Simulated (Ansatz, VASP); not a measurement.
AlNi3: VASP beside Ansatz

INCAR

```
ALGO = Fast ; EDIFF = 1E-7
ENCUT = 520 ; GGA = PS
ISIF = 2 ; ISMEAR = 0
LASPH = True ; LCHARG = False
LREAL = False ; LWAVE = False
NBANDS = 24 ; NELM = 80
PREC = Accurate ; SIGMA = 0.15
```

Contents of KPOINTS:

```
k-points
0
Gamma
  14 14 14
```

Contents of POSCAR:

```
AlNi3
1.0
    0.0000000000      2.7984078565      2.7984078565
    2.7984078565      0.0000000000      2.7984078565
    2.7984078565      2.7984078565      0.0000000000
Al Ni
1 3
Direct
    0.5000000000      0.5000000000      0.5000000000
    0.2500000000      0.2500000000      0.2500000000
   -0.0428815263     -0.0428815263      0.0428815263
    0.7500000000      0.7500000000      0.7500000000
```

Input for Ansatz:

```yaml
crystal:
  lattice:
    - [0.0, 2.7984078565, 2.7984078565]
    - [2.7984078565, 0.0, 2.7984078565]
    - [2.7984078565, 2.7984078565, 0.0]
  atoms:
    - { symbol: Al, position: [0.5, 0.5, 0.5] }
    - { symbol: Ni, position: [0.25, 0.25, 0.25] }
    - { symbol: Ni, position: [-0.0428815263, -0.0428815263, 0.0428815263] }
    - { symbol: Ni, position: [0.75, 0.75, 0.75] }
basis:
  ecutwfc: 420
kpoints:
  mp_grid: { grid: [14, 14, 14] }
hamiltonian:
  xc: pbesol
scf:
  occupations: { method: gaussian, width: 0.15 }
output:
  forces: true
  stress: true
  eigenvalues: true
```

Alike in both runs: task single point; functional PBEsol; k mesh 14 × 14 × 14; occupations gaussian, width 0.15 eV; no spin polarisation.

```csv
,VASP,Ansatz
version,VASP 6.6.1,Ansatz 0.2.0
potentials or method,"VASP PAW PBE potentials, release 64 (Al, Ni), cutoff 520 eV","scalar-relativistic, plane waves, PAW"
valence electrons in the cell,33,57
```

Ansatz gave:

```
gap on the k mesh at the Fermi level (eV)                     : none
pressure (GPa)                                                : 3.6
traceless stress, the component that is largest in VASP (GPa) : -1.07
rms of the force components (eV/Å)                            : 0.775
```

Question: Which values does VASP return?

Answer: gap on the k mesh at the Fermi level (eV): none; pressure (GPa): 3.6; traceless stress, the component that is largest in VASP (GPa): -1.04; rms of the force components (eV/Å): 0.770.

VASP's potentials were made for PBE, not for PBEsol. Atom by atom the forces differ by 0.006 eV/Å (rms over components). A gap of «none» marks a metal or a gap that the smearing closes. With one functional, cell and mesh, what is left measures potentials, basis and numerics. VASP's potentials hold 33 valence electrons a cell and Ansatz's 57, so a difference there can come from the potentials and not from the codes.
